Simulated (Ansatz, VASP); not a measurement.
# Two plane-wave programs on SnO

```xyz
8
Lattice="3.8202 0.0000 0.0000 0.0000 3.8202 0.0000 0.0000 0.0000 22.2261" Properties=species:S:1:pos:R:3 pbc="T T T"
Sn    2.8651    0.9550    4.5000
Sn    0.9550    2.8651    6.8630
Sn    1.4326    3.8202   11.2630
Sn    3.3426    1.9101   13.6261
O     0.9550    0.9550    5.6815
O     2.8651    2.8651    5.6815
O     3.3426    3.8202   12.4446
O     1.4326    1.9101   12.4446
```

Alike in both runs: task single point; functional PBE; dispersion D3(BJ); k mesh 7 × 7 × 1; occupations gaussian, width 0.05 eV; no spin polarisation.

```csv
,VASP,Ansatz
version,VASP 6.6.1,Ansatz 0.2.0
potentials or method,"VASP PAW PBE potentials, release 64 (Sn_d, O), cutoff 520 eV","scalar-relativistic, plane waves, PAW"
valence electrons in the cell,80,80
```

Ansatz gave:

```
gap on the k mesh at the Fermi level (eV) : 2.62
least direct gap on the mesh (eV)         : 2.65
rms of the force components (eV/Å)        : 0.011
```

Question: Which values does VASP return?

Answer: gap on the k mesh at the Fermi level (eV): 2.57; least direct gap on the mesh (eV): 2.60; rms of the force components (eV/Å): 0.043.
